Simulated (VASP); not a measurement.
# CuAs (P6_3/mmc) in VASP: notebook, part 2 of 2

VASP 6.6.1.

### 3 Single point, LDA

This run uses another cell than the first one, of 15.10 Å³/atom, 0.997 times its volume.

Contents of INCAR:

```
ALGO = Normal
EDIFF = 1E-6
ENCUT = 520
GGA = CA
ISIF = 2
ISMEAR = 0
LASPH = T
LCHARG = F
LREAL = F
LWAVE = F
NBANDS = 24
NELM = 100
PREC = Accurate
SIGMA = 0.15
```

Contents of KPOINTS:

```
k-points
0
Gamma
  12 12 8
```

Contents of POSCAR:

```
CuAs
1.0
    3.6915000000      0.0000000000      0.0000000000
   -1.8457500000      3.1969327781      0.0000000000
    0.0000000000      0.0000000000      5.1171000000
Cu As
2 2
Direct
    0.0000000000      0.0000000000      0.5000000000
    0.0000000000      0.0000000000      0.0000000000
    0.6666666667      0.3333333333      0.7500000000
    0.3333333333      0.6666666667      0.2500000000
```

Potentials or basis: VASP PAW LDA potentials, release 64 (Cu, As).

On the command line:

```
> cat potpaw_LDA.64/Cu/POTCAR potpaw_LDA.64/As/POTCAR > POTCAR
> mpirun -np 1 vasp_std > vasp.out
```

OUTCAR:

```text
EDIFF = 1E-6
   ENCUT = 520
   GGA = CA
   ISIF = 2
   ISMEAR = 0
   LASPH = T
   LREAL = F
   NELM = 100
   PREC = Accurate

 ion  position               nearest neighbor table
   1  0.000  0.000  0.500-   3 2.49   4 2.49   3 2.49   4 2.49   3 2.49   4 2.49   2 2.56   2 2.56

   2  0.000  0.000  0.000-   3 2.49   4 2.49   3 2.49   4 2.49   3 2.49   4 2.49   1 2.56   1 2.56

   3  0.667  0.333  0.750-   1 2.49   2 2.49   1 2.49   2 2.49   1 2.49   2 2.49
   4  0.333  0.667  0.250-   1 2.49   2 2.49   1 2.49   2 2.49   1 2.49   2 2.49

  LATTYP: Found a hexagonal cell.
 ALAT       =     3.6915000000
 C/A-ratio  =     1.3861844779

  Lattice vectors:

 A1 = (   3.6915000000,   0.0000000000,   0.0000000000)
 A2 = (  -1.8457500000,   3.1969327781,   0.0000000000)
 A3 = (   0.0000000000,   0.0000000000,   5.1171000000)

Analysis of symmetry for initial positions (statically):
=====================================================================
 Subroutine PRICEL returns:
 Original cell was already a primitive cell.

 Routine SETGRP: Setting up the symmetry group for a
 hexagonal supercell.

 Subroutine GETGRP returns: Found 24 space group operations
 (whereof 12 operations were pure point group operations)
 out of a pool of 24 trial point group operations.

The static configuration has the point symmetry D_3d.
 The point group associated with its full space group is D_6h.

Analysis of symmetry for dynamics (positions and initial velocities):
=====================================================================
 Subroutine PRICEL returns:
 Original cell was already a primitive cell.

 Routine SETGRP: Setting up the symmetry group for a
 hexagonal supercell.

 Subroutine GETGRP returns: Found 24 space group operations
[... 118 lines left out ...]
   PSTRESS=    0.0 pullay stress
   NELECT =      32.0000    total number of electrons
   NUPDOWN=      -1.0000    fix difference up-down
   EMIN   =  10.00;   EMAX   =-10.00  energy-range for DOS
   EFERMI =   0.00;   METHOD = LEGACY
   ISMEAR =     0;   SIGMA  =   0.15  broadening in eV -4-tet -1-fermi 0-gaus
   EFERMI_NEDOS =   21; number of points for ismear=-14 and -15
   IALGO  =     38    algorithm
   IMIX   =      4    mixing-type and parameters
     AMIX     =   0.40;   BMIX     =  1.00
     AMIX_MAG =   1.60;   BMIX_MAG =  1.00
  volume/ion in A,a.u.               =      15.10       101.88
  Fermi-wavevector in a.u.,A,eV,Ry     =   1.324763  2.503438 23.878170  1.754996
  Thomas-Fermi vector in A             =   2.454273
   LORBIT       =      0    0 simple, 1 ext, 2 COOP (PROOUT), +10 PAW based schemes
   GGA     = CA    functional components
   LHFCALC =     F    Hartree Fock is set to
   AEXX    =    0.0000 exact exchange contribution
   IVDW    =     0    specifies the selected vdW correction
   LEPSILON=     F    determine dielectric tensor
   LRPA    =     F    only Hartree local field effects (RPA)
 non-spin polarized calculation
 Gauss-broadening in eV      SIGMA  =   0.15
  energy-cutoff  :      520.00
  volume of cell :       60.39
 maximum number of plane-waves:      1644
 NGX is ok and might be reduce to    28
   NGX = 13   NGY = 13   NGZ = 19

 number of electron      31.9999992 magnetization

 Free energy of the ion-electron system (eV)
  ---------------------------------------------------
  ext. energy  EPLUGINS =         0.00000000
  ---------------------------------------------------
  free energy    TOTEN  =       -20.04228563 eV

  energy without entropy =      -20.02418253  energy(sigma->0) =      -20.03323408

 E-fermi :   7.1902     XC(G=0): -11.7303

 val. band max:        7.1889437052   @ k =   0.2500   0.0833   0.3750
 cond. band min:       7.2187827275   @ k =   0.3333   0.0833   0.3750
 fundamental gap:      0.0298390223
 Fermi energy:         7.1902014025

 k-point     1 :       0.0000    0.0000    0.0000
  band No.  band energies     occupation
      1      -6.8739      2.00000
      2      -3.3004      2.00000
      3       0.2943      2.00000
      4       2.0583      2.00000
      5       2.0583      2.00000
      6       2.4926      2.00000
[... 637 lines left out ...]
     23      16.6008      0.00000
     24      17.4345      0.00000

 [... further k-points ...]
[... 5 lines left out ...]
  --------------------------------------------------------------------------------------
  -------------------------------------------------------------------------------------
  Total        0.9747281      0.9747281     -1.8484069      0.0000000      0.0000000      0.0000000
  in kB       25.8603132     25.8603132    -49.0397075      0.0000000      0.0000000      0.0000000
  external PRESSURE =       0.8936396 kB  Pullay stress =       0.0000000 kB

 VOLUME and BASIS-vectors are now :
 -----------------------------------------------------------------------------
  energy-cutoff  :      520.00
  volume of cell :       60.39
      direct lattice vectors                 reciprocal lattice vectors
     3.691500000  0.000000000  0.000000000     0.270892591  0.156399910  0.000000000
    -1.845750000  3.196932778  0.000000000     0.000000000  0.312799821  0.000000000
     0.000000000  0.000000000  5.117100000     0.000000000  0.000000000  0.195423189

 POSITION                                       TOTAL-FORCE (eV/Angst)
 -----------------------------------------------------------------------------------
      0.00000      0.00000      2.55855        -0.000000      0.000000      0.000000
      0.00000      0.00000      0.00000        -0.000000      0.000000      0.000000
      1.84575      1.06564      3.83782         0.000000      0.000000     -0.000000
     -0.00000      2.13129      1.27927        -0.000000     -0.000000      0.000000
 -----------------------------------------------------------------------------------
    total drift:                               -0.000000      0.000000     -0.000000

  FREE ENERGIE OF THE ION-ELECTRON SYSTEM (eV)
  ---------------------------------------------------
  free  energy   TOTEN  =       -20.0422856287 eV

  energy  without entropy=      -20.0241825266  energy(sigma->0) =      -20.03323408
```

OSZICAR:

```text
N       E                     dE             d eps       ncg     rms          rms(c)
DAV:   1     0.214839019304E+03    0.21484E+03   -0.13921E+04  4608   0.177E+03
DAV:   2    -0.562262719761E+01   -0.22046E+03   -0.20741E+03  4608   0.322E+02
DAV:   3    -0.226722258917E+02   -0.17050E+02   -0.15964E+02  6160   0.110E+02
DAV:   4    -0.231750546627E+02   -0.50283E+00   -0.50198E+00  5384   0.176E+01
DAV:   5    -0.231862207940E+02   -0.11166E-01   -0.11161E-01  6184   0.235E+00    0.159E+01
DAV:   6    -0.243915897041E+02   -0.12054E+01   -0.42787E+01  5336   0.190E+02    0.127E+01
DAV:   7    -0.201028850641E+02    0.42887E+01   -0.12472E+01  5392   0.981E+01    0.251E+00
DAV:   8    -0.200842398037E+02    0.18645E-01   -0.14493E+00  7192   0.257E+01    0.189E+00
DAV:   9    -0.200427181680E+02    0.41522E-01   -0.24724E-01  6552   0.115E+01    0.168E-01
DAV:  10    -0.200431623766E+02   -0.44421E-03   -0.91705E-03  7264   0.160E+00    0.222E-01
DAV:  11    -0.200423088627E+02    0.85351E-03   -0.25267E-03  6048   0.167E+00    0.533E-02
DAV:  12    -0.200423106400E+02   -0.17773E-05   -0.51568E-04  7176   0.284E-01    0.297E-02
DAV:  13    -0.200422869651E+02    0.23675E-04   -0.27767E-05  7712   0.123E-01    0.983E-03
DAV:  14    -0.200422856074E+02    0.13577E-05   -0.13143E-05  7192   0.638E-02    0.182E-03
DAV:  15    -0.200422856287E+02   -0.21330E-07   -0.56249E-07  2912   0.808E-03
   1 F= -.20042286E+02 E0= -.20033234E+02  d E =-.181031E-01
```

stdout:

```text
POSCAR found type information on POSCAR CuAs
 POSCAR found :  2 types and       4 ions
 scaLAPACK will be used
 LDA part: xc-table for (Slater(with rela. corr.)+CA(PZ))
 , standard interpolation
 POSCAR, INCAR and KPOINTS ok, starting setup
 FFT: planning ... GRIDC
 FFT: planning ... GRID_SOFT
 FFT: planning ... GRID
 WAVECAR not read
 entering main loop
```

Wall time 3.4 min (1 thread of AMD EPYC 7R43 (Zen 3), shared host); peak memory 0.2 GiB.

What came out:

```yaml
Free_energy: -20.0423 eV
Pressure: 0.1 GPa
Band_gap_on_the_k_mesh: zero (band 16 reaches 8.82 eV, above the bottom of band 17 at 6.32 eV)
```

Levels at points of the mesh, in eV from the Fermi level:
| k point | band 14 | band 15 | band 16 | band 17 | band 18 | band 19 |
| --- | --- | --- | --- | --- | --- | --- |
| (0.00, 0.00, 0.00) | 0.10 | 0.10 | 1.63 | 1.63 | 2.53 | 3.15 |
| (0.50, 0.00, 0.00) | -3.18 | -2.96 | -2.23 | -0.13 | 2.56 | 3.51 |
| (0.00, 0.00, 0.50) | -1.41 | 1.21 | 1.21 | 1.21 | 1.21 | 4.83 |
| (0.50, 0.00, 0.50) | -3.39 | -0.59 | -0.59 | 0.50 | 0.50 | 4.29 |
